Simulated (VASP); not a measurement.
# NaB12 (I4/mmm) in VASP: single point with PBE

Aim: the single point of NaB12 with PBE.

Everything below comes from runs of VASP 6.6.1. Logs are shortened: lines on timing, memory, paths and dates and some standing lists are left out, and cuts for length are marked.

## Step 1: The cell of the first run

The structure is tetragonal, space group I4/mmm (No. 139). The conventional cell has a = 6.637 Å, b = 6.637 Å, c = 5.397 Å, α = 90.00°, β = 90.00°, γ = 90.00°. Within 3.2 Å of Na (site symmetry 4/mmm) lie 16 B at 2.44 to 2.94 Å. Within 2.2 Å of B (site symmetry m) lie 4 B at 1.66 to 2.09 Å. Within 2.2 Å of B (site symmetry m2m) lie 4 B at 1.63 to 1.66 Å.

The cell was generated, and may not be a known phase.

## Step 2: Single point, PBE

INCAR reads:

```
SYSTEM = NaB12
PREC = Accurate ; ENCUT = 520
EDIFF = 1E-6 ; ISMEAR = 0
SIGMA = 0.1 ; LREAL = .False.
LASPH = .True. ; NELM = 60
ALGO = Normal ; ISIF = 2
LWAVE = .False. ; LCHARG = .False.
GGA = PE ; NBANDS = 34
```

KPOINTS reads:

```
regular mesh
0
Gamma
  10 10 10
  0 0 0
```

POSCAR reads:

```
NaB12
1.0
   -3.3185505249      3.3185505249      2.6987025800
    3.3185505249     -3.3185505249      2.6987025800
    3.3185505249      3.3185505249     -2.6987025800
Na B
1 12
Direct
    0.5000000000      0.5000000000      0.0000000000
    0.3693297934      0.1571356116      0.5264654050
    0.6306702066      0.8428643884      0.4735345950
    0.1571356116      0.6306702066      0.7878058182
    0.8428643884      0.3693297934      0.2121941818
    0.3693297934      0.8428643884      0.2121941818
    0.6306702066      0.1571356116      0.7878058182
    0.1571356116      0.3693297934      0.5264654050
    0.8428643884      0.6306702066      0.4735345950
    0.0000000000      0.8258540708      0.8258540708
    0.0000000000      0.1741459292      0.1741459292
    0.8258540708      0.0000000000      0.8258540708
    0.1741459292      0.0000000000      0.1741459292
```

Potentials or basis: VASP PAW PBE potentials, release 64 (Na_pv, B).

Launch:

```bash
cat potpaw_PBE.64/Na_pv/POTCAR potpaw_PBE.64/B/POTCAR > POTCAR
mpirun -np 1 vasp_std > vasp.out
```

OUTCAR:

```text
SYSTEM = NaB12
   PREC = Accurate
   ENCUT = 520
   EDIFF = 1E-6
   ISMEAR = 0
   LREAL = .False.
   LASPH = .True.
   NELM = 60
   ISIF = 2
   GGA = PE

 ion  position               nearest neighbor table
   1  0.500  0.500  0.000-   2 2.44   3 2.44   8 2.44   9 2.44   6 2.44   7 2.44   4 2.44   5 2.44

   2  0.369  0.157  0.526-  13 1.66   7 1.73   8 1.99   6 2.09   1 2.44
   3  0.631  0.843  0.474-  12 1.66   6 1.73   9 1.99   7 2.09   1 2.44
   4  0.157  0.631  0.788-  10 1.66   8 1.73   6 1.99   9 2.09   1 2.44
   5  0.843  0.369  0.212-  11 1.66   9 1.73   7 1.99   8 2.09   1 2.44
   6  0.369  0.843  0.212-  13 1.66   3 1.73   4 1.99   2 2.09   1 2.44
   7  0.631  0.157  0.788-  12 1.66   2 1.73   5 1.99   3 2.09   1 2.44
   8  0.157  0.369  0.526-  11 1.66   4 1.73   2 1.99   5 2.09   1 2.44
   9  0.843  0.631  0.474-  10 1.66   5 1.73   3 1.99   4 2.09   1 2.44
  10  0.000  0.826  0.826-  12 1.63  13 1.63   4 1.66   9 1.66
  11  0.000  0.174  0.174-  12 1.63  13 1.63   5 1.66   8 1.66
  12  0.826  0.000  0.826-  10 1.63  11 1.63   7 1.66   3 1.66
  13  0.174  0.000  0.174-  10 1.63  11 1.63   6 1.66   2 1.66

  LATTYP: Found a body centered tetragonal cell.
 ALAT       =     6.6371010498
 C/A-ratio  =     0.8132172645

  Lattice vectors:

 A1 = (  -3.3185505249,   3.3185505249,   2.6987025800)
 A2 = (   3.3185505249,  -3.3185505249,   2.6987025800)
 A3 = (   3.3185505249,   3.3185505249,  -2.6987025800)

Analysis of symmetry for initial positions (statically):
=====================================================================
 Subroutine PRICEL returns:
 Original cell was already a primitive cell.

 Routine SETGRP: Setting up the symmetry group for a
 body centered tetragonal supercell.

 Subroutine GETGRP returns: Found 16 space group operations
 (whereof 16 operations were pure point group operations)
 out of a pool of 16 trial point group operations.

The static configuration has the point symmetry D_4h.

Analysis of symmetry for dynamics (positions and initial velocities):
=====================================================================
 Subroutine PRICEL returns:
 Original cell was already a primitive cell.

 Routine SETGRP: Setting up the symmetry group for a
 body centered tetragonal supercell.

 Subroutine GETGRP returns: Found 16 space group operations
 (whereof 16 operations were pure point group operations)
 out of a pool of 16 trial point group operations.

The dynamic configuration has the point symmetry D_4h.

 Subroutine INISYM returns: Found 16 space group operations
 (whereof 16 operations are pure point group operations),
 and found     1 'primitive' translations

----------------------------------------------------------------------------------------

                                     Primitive cell

  volume of cell :     118.8808

  direct lattice vectors                    reciprocal lattice vectors
    -3.318550525  3.318550525  2.698702580     0.000000000  0.150668190  0.185274214
     3.318550525 -3.318550525  2.698702580     0.150668190  0.000000000  0.185274214
     3.318550525  3.318550525 -2.698702580     0.150668190  0.150668190  0.000000000

  length of vectors
     5.413737229  5.413737229  5.413737229     0.238804183  0.238804183  0.213076997

  position of ions in fractional coordinates (direct lattice)
     0.500000000  0.500000000  0.000000000
     0.369329793  0.157135612  0.526465405
     0.630670207  0.842864388  0.473534595
     0.157135612  0.630670207  0.787805818
     0.842864388  0.369329793  0.212194182
     0.369329793  0.842864388  0.212194182
     0.630670207  0.157135612  0.787805818
     0.157135612  0.369329793  0.526465405
     0.842864388  0.630670207  0.473534595
     0.000000000  0.825854071  0.825854071
     0.000000000  0.174145929  0.174145929
     0.825854071  0.000000000  0.825854071
     0.174145929  0.000000000  0.174145929

  ion indices of the primitive-cell ions
   primitive index   ion index
                 1           1
                 2           2
                 3           3
                 4           4
                 5           5
                 6           6
                 7           7
                 8           8
                 9           9
                10          10
                11          11
                12          12
                13          13

----------------------------------------------------------------------------------------

 KPOINTS: regular mesh

Automatic generation of k-mesh.
 Grid dimensions read from file:
 generate k-points for:   10   10   10

 Generating k-lattice:

  Cartesian coordinates                     Fractional coordinates (reciprocal lattice)
     0.000000000  0.015066819  0.018527421     0.100000000  0.000000000 -0.000000000
     0.015066819  0.000000000  0.018527421     0.000000000  0.100000000 -0.000000000
     0.015066819  0.015066819  0.000000000     0.000000000  0.000000000  0.100000000

  Length of vectors
     0.023880418  0.023880418  0.021307700

  Shift w.r.t. Gamma in fractional coordinates (k-lattice)
     0.000000000  0.000000000  0.000000000

 Subroutine IBZKPT returns following result:
 ===========================================

 Found    102 irreducible k-points:

 Following reciprocal coordinates:
            Coordinates               Weight
  0.000000  0.000000  0.000000      1.000000
  0.100000 -0.000000  0.000000      8.000000
  0.200000 -0.000000  0.000000      8.000000
  0.300000  0.000000  0.000000      8.000000
  0.400000  0.000000  0.000000      8.000000
  0.500000 -0.000000  0.000000      4.000000
[... 16 lines left out ...]
  0.300000  0.300000  0.000000      8.000000
  0.400000  0.300000  0.000000     16.000000
 [... further k-points ...]
   k-points           NKPTS =    102   k-points in BZ     NKDIM =    102   number of bands    NBANDS=     34
   number of dos      NEDOS =    301   number of ions     NIONS =     13
   total plane-waves  NPLWV =  64000
   dimension x,y,z NGX =    40 NGY =   40 NGZ =   40
   dimension x,y,z NGXF=    80 NGYF=   80 NGZF=   80
   ions per type =               1  12
   NGX,Y,Z   is equivalent  to a cutoff of  12.28, 12.28, 12.28 a.u.
   NGXF,Y,Z  is equivalent  to a cutoff of  24.57, 24.57, 24.57 a.u.
 SYSTEM =  NaB12
   PREC   = accura    normal or accurate (medium, high low for compatibility)
   ISTART =      0    job   : 0-new  1-cont  2-samecut
   ICHARG =      2    charge: 1-file 2-atom 10-const
   ISPIN  =      1    spin polarized calculation?
   LNONCOLLINEAR =      F non collinear calculations
   LSORBIT =      F    spin-orbit coupling
   LASPH  =      T    aspherical Exc in radial PAW
   ENCUT  =  520.0 eV  38.22 Ry    6.18 a.u.  10.07 10.07 10.07*2*pi/ulx,y,z
   NELM   =     60;   NELMIN=  2; NELMDL= -5     # of ELM steps
   EDIFF  = 0.1E-05   stopping-criterion for ELM
   LREAL  =      F    real-space projection
   EDIFFG = 0.1E-04   stopping-criterion for IOM
   NSW    =      0    number of steps for IOM
   IBRION =     -1    ionic relax: 0-MD 1-quasi-New 2-CG
   NFREE  =      0    steps in history (QN), initial steepest desc. (CG)
   ISIF   =      2    stress and relaxation
   ISYM   =      2    0-nonsym 1-usesym 2-fastsym
   POTIM  = 0.5000    time-step for ionic-motion
   TEBEG  =    0.0;   TEEND  =   0.0 temperature during run
   PSTRESS=    0.0 pullay stress
   NELECT =      43.0000    total number of electrons
   NUPDOWN=      -1.0000    fix difference up-down
   EMIN   =  10.00;   EMAX   =-10.00  energy-range for DOS
   EFERMI =   0.00;   METHOD = LEGACY
   ISMEAR =     0;   SIGMA  =   0.10  broadening in eV -4-tet -1-fermi 0-gaus
   EFERMI_NEDOS =   21; number of points for ismear=-14 and -15
   IALGO  =     38    algorithm
   IMIX   =      4    mixing-type and parameters
     AMIX     =   0.40;   BMIX     =  1.00
     AMIX_MAG =   1.60;   BMIX_MAG =  1.00
  volume/ion in A,a.u.               =       9.14        61.71
  Fermi-wavevector in a.u.,A,eV,Ry     =   1.166434  2.204242 18.511671  1.360569
  Thomas-Fermi vector in A             =   2.302948
   LORBIT       =      0    0 simple, 1 ext, 2 COOP (PROOUT), +10 PAW based schemes
   GGA     = PE    functional components
   LHFCALC =     F    Hartree Fock is set to
   AEXX    =    0.0000 exact exchange contribution
   IVDW    =     0    specifies the selected vdW correction
   LEPSILON=     F    determine dielectric tensor
   LRPA    =     F    only Hartree local field effects (RPA)
 non-spin polarized calculation
 Gauss-broadening in eV      SIGMA  =   0.10
  energy-cutoff  :      520.00
  volume of cell :      118.88
 maximum number of plane-waves:      3233
   NGX = 21   NGY = 21   NGZ = 21

 number of electron      42.9999986 magnetization

 Free energy of the ion-electron system (eV)
  ---------------------------------------------------
  ext. energy  EPLUGINS =         0.00000000
  ---------------------------------------------------
  free energy    TOTEN  =       -67.87243329 eV

  energy without entropy =      -67.85922282  energy(sigma->0) =      -67.86582805

 E-fermi :   4.6006     XC(G=0): -10.7686

 val. band max:        4.5899520453   @ k =  -0.4000  -0.4000   0.4000
 cond. band min:       4.6076160504   @ k =  -0.1000   0.4000   0.1000
 fundamental gap:      0.0176640051
 Fermi energy:         4.6005644108

 k-point     1 :       0.0000    0.0000    0.0000
  band No.  band energies     occupation
      1     -18.6678      2.00000
      2     -18.6678      2.00000
      3     -18.6431      2.00000
      4      -9.4119      2.00000
      5      -5.5614      2.00000
      6      -5.5614      2.00000
[... 25 lines left out ...]
     32      11.0770      0.00000
     33      11.2914      0.00000
[... 797 lines left out ...]
      3     -18.6446      2.00000
      4      -8.3355      2.00000
      5      -7.6494      2.00000
      6      -6.7031      2.00000
[... 25 lines left out ...]
     32       9.2468      0.00000
     33      10.9095      0.00000

 [... further k-points ...]

 [bands above 33 left out]

------------------------ aborting loop because EDIFF is reached ----------------------------------------

  FORCE on cell =-STRESS in cart. coord.  units (eV):
  Direction    XX          YY          ZZ          XY          YZ          ZX
  --------------------------------------------------------------------------------------
  -------------------------------------------------------------------------------------
  Total        0.0583739      0.0583739     -0.0190010      0.0000000     -0.0000000      0.0000000
  in kB        0.7867152      0.7867152     -0.2560797      0.0000000     -0.0000000      0.0000000
  external PRESSURE =       0.4391169 kB  Pullay stress =       0.0000000 kB

 VOLUME and BASIS-vectors are now :
 -----------------------------------------------------------------------------
  energy-cutoff  :      520.00
  volume of cell :      118.88
      direct lattice vectors                 reciprocal lattice vectors
    -3.318550525  3.318550525  2.698702580     0.000000000  0.150668190  0.185274214
     3.318550525 -3.318550525  2.698702580     0.150668190  0.000000000  0.185274214
     3.318550525  3.318550525 -2.698702580     0.150668190  0.150668190  0.000000000

 POSITION                                       TOTAL-FORCE (eV/Angst)
 -----------------------------------------------------------------------------------
      0.00000      0.00000      2.69870         0.000000     -0.000000      0.000000
      1.04292      2.45128     -0.00000        -0.002855      0.002967      0.000000
      2.27563      0.86727      2.69870         0.002855     -0.002967      0.000000
      4.18582      1.04292     -0.00000        -0.002967     -0.002855     -0.000000
     -0.86727      2.27563      2.69870         0.002967      0.002855      0.000000
      2.27563     -0.86727      2.69870         0.002855      0.002967      0.000000
      1.04292      4.18582     -0.00000        -0.002855     -0.002967     -0.000000
      2.45128      1.04292     -0.00000         0.002967     -0.002855      0.000000
      0.86727      2.27563      2.69870        -0.002967      0.002855     -0.000000
      5.48128      0.00000      0.00000        -0.000866     -0.000000      0.000000
      1.15582      0.00000      0.00000         0.000866     -0.000000      0.000000
      0.00000      5.48128      0.00000         0.000000     -0.000866      0.000000
      0.00000      1.15582      0.00000         0.000000      0.000866      0.000000
 -----------------------------------------------------------------------------------
    total drift:                               -0.000000     -0.000000     -0.000000

  FREE ENERGIE OF THE ION-ELECTRON SYSTEM (eV)
  ---------------------------------------------------
  free  energy   TOTEN  =       -67.8724332866 eV

  energy  without entropy=      -67.8592228200  energy(sigma->0) =      -67.86582805
```

It took 4 min on 1 thread of Intel Xeon Platinum 8488C (Sapphire Rapids), shared host; peak memory 0.43 GiB.

Results:

- Free energy: -67.8724 eV
- Pressure: 0.0 GPa
- Largest force: 0.004 eV/Å
- Band gap on the k mesh: zero (an odd number of electrons rules out a gap without spin polarisation)

Forces on the atoms (eV/Å):
```
Na   0.000  0.000  0.000
B   -0.003  0.003  0.000
B    0.003 -0.003  0.000
B   -0.003 -0.003  0.000
B    0.003  0.003  0.000
B    0.003  0.003  0.000
B   -0.003 -0.003  0.000
B    0.003 -0.003  0.000
B   -0.003  0.003  0.000
B   -0.001  0.000  0.000
B    0.001  0.000  0.000
B    0.000 -0.001  0.000
B    0.000  0.001  0.000
```

Caveat: an odd number of electrons without spin polarisation forces a metal; a magnetic or distorted state may lie lower.
